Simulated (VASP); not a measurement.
CaSe: single point with RPBE

Crystal: CaSe.

```
Ca Se
1.0
     0.00000    3.27951    3.27951
     3.27951    0.00000    3.27951
     3.27951    3.27951    0.00000
Ca Se
1 1
Direct
  0.00000 0.00000 0.00000
  0.25000 0.25000 0.25000
```

```json
{
  "Program": "VASP 6.6.1",
  "Task": "single point",
  "Functional": "RPBE",
  "Potentials or basis": "VASP PAW PBE potentials, release 64 (Ca_sv, Se)",
  "Cutoff": "520 eV",
  "k mesh": "6 × 6 × 6",
  "Occupations": "gaussian, width 0.05 eV",
  "Spin": "no spin polarisation",
  "Dipole correction": "no",
  "Further INCAR settings": "ALGO = Normal; EDIFF = 1e-06; NBANDS = 15"
}
```

```
Pressure               : 1.9 GPa
Band gap on the k mesh : 3.46 eV, indirect (least direct gap 3.55 eV)
```

Levels at points of the mesh, in eV from the valence-band top:
| k point | band 4 | band 5 | band 6 | band 7 | band 8 | band 9 | band 10 | band 11 | band 12 | band 13 |
| --- | --- | --- | --- | --- | --- | --- | --- | --- | --- | --- |
| (0.00, 0.00, 0.00) | -20.14 | -10.28 | -0.09 | -0.09 | -0.09 | 3.46 | 5.46 | 5.46 | 7.45 | 7.45 |
| (0.50, 0.00, 0.00) | -20.14 | -10.03 | -1.17 | -0.01 | -0.01 | 5.23 | 5.59 | 5.59 | 6.03 | 6.44 |
| (0.50, 0.50, 0.00) | -20.15 | -9.94 | -1.20 | -0.03 | -0.03 | 3.73 | 5.10 | 6.18 | 6.18 | 6.21 |

Run time: 19 s on 1 thread of Intel(R) Xeon(R) Platinum 8124M CPU @ 3.00GHz (Skylake/Cascade Lake) (shared host), peak memory 0.21 GiB.

Caveat: the PAW data sets were made with another functional, which shifts forces and pressure a little. A k mesh can miss the band edges.
